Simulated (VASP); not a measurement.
Input of a VASP 6.6.1 run:

File INCAR:

```
ALGO     = Normal         # electronic algorithm
EDIFF    = 1E-7           # SCF threshold, eV
ENCUT    = 520            # plane-wave cutoff, eV
GGA      = PS             # functional
ISIF     = 2              # what is computed and relaxed
ISMEAR   = 1              # smearing method
ISPIN    = 2              # spin polarisation
LASPH    = True           # aspherical terms in the spheres
LCHARG   = True           # write CHGCAR
LELF     = True           # ELF
LMAXMIX  = 4              # l up to which the mixer works
LORBIT   = 11             # projections on sites
LREAL    = False          # projectors in reciprocal space
LVHAR    = True         
LWAVE    = False          # write WAVECAR
MAGMOM   = 0 1.48 1.48 1.48 # initial moments
NBANDS   = 27             # bands
NELM     = 150            # most SCF steps
PREC     = Accurate       # precision mode
SIGMA    = 0.1            # smearing width, eV
```

KPOINTS

```
k-points
0
Gamma
  12 12 12
```

The input POSCAR:

```
AlCo3
1.0
    3.5749480000      0.0000000000      0.0000000000
    0.0000000000      3.5749480000      0.0000000000
    0.0000000000      0.0000000000      3.5749480000
Al Co
1 3
Direct
    0.0000000000      0.0000000000      0.0000000000
    0.5000000000      0.5000000000      0.0000000000
    0.5000000000      0.0000000000      0.5000000000
    0.0000000000      0.5000000000      0.5000000000
```

Potentials or basis: VASP PAW PBE potentials, release 64 (Al, Co).

The run is started by

```console
$ cat potpaw_PBE.64/Al/POTCAR potpaw_PBE.64/Co/POTCAR > POTCAR
$ mpirun -np 1 vasp_std > vasp.out
```

Q: Estimate the pressure.

A: -7.6 GPa.

Q: Predict the site moments.

A: Al -0.04; Co +1.32 μB.

Caveat: the PAW data sets were made with another functional, which shifts forces and pressure a little.
